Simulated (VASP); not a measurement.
Write the native input for VASP 6.6.1 that does the following.

* Task: single point
* Functional: PBEsol
* Potentials or basis: VASP PAW PBE potentials, release 64 (Fe)
* Cutoff: 520 eV
* k mesh: 24 × 24 × 14
* Occupations: gaussian, width 0.15 eV
* Spin: no spin polarisation
* Dipole correction: no
* Further INCAR settings: ALGO = Fast; EDIFF = 1e-06; NBANDS = 15

The structure of Fe lies in POSCAR:

```
Fe
1.0
    2.5696603029      0.0000000000      0.0000000000
   -1.2848301515      2.2253911014      0.0000000000
    0.0000000000      0.0000000000      3.4474335477
Fe
2
Direct
    0.3333333333      0.6666666667      0.2500000000
    0.6666666667      0.3333333333      0.7500000000
```

This cell differs from its parent crystal: ratio of the length along z to the lengths across it x 0.85, volume and fractional coordinates fixed.

One way to write it, as run:

INCAR

```
ALGO = Fast
EDIFF = 1E-6
ENCUT = 520
GGA = PS
ISIF = 2
ISMEAR = 0
LASPH = True
LCHARG = False
LREAL = False
LWAVE = False
NBANDS = 15
NELM = 100
PREC = Accurate
SIGMA = 0.15
```

KPOINTS

```
k-points
0
Gamma
  24 24 14
```

Potentials or basis: VASP PAW PBE potentials, release 64 (Fe).

Launch:

```bash
$ cat potpaw_PBE.64/Fe/POTCAR > POTCAR
$ mpirun -np 1 vasp_std > vasp.out
```

It gave:

```json
{
 "Pressure": "7.4 GPa",
 "Band gap on the k mesh": "zero (band 8 reaches 8.05 eV, above the bottom of band 9 at 6.43 eV)"
}
```

Caveat: the PAW data sets were made with another functional, which shifts forces and pressure a little; the run has no spin polarisation, though such a crystal can be magnetic.

It took 90 s on 1 thread of AMD EPYC 9R45 96-Core Processor (Zen 5) (shared host), peak memory 0.2 GiB.
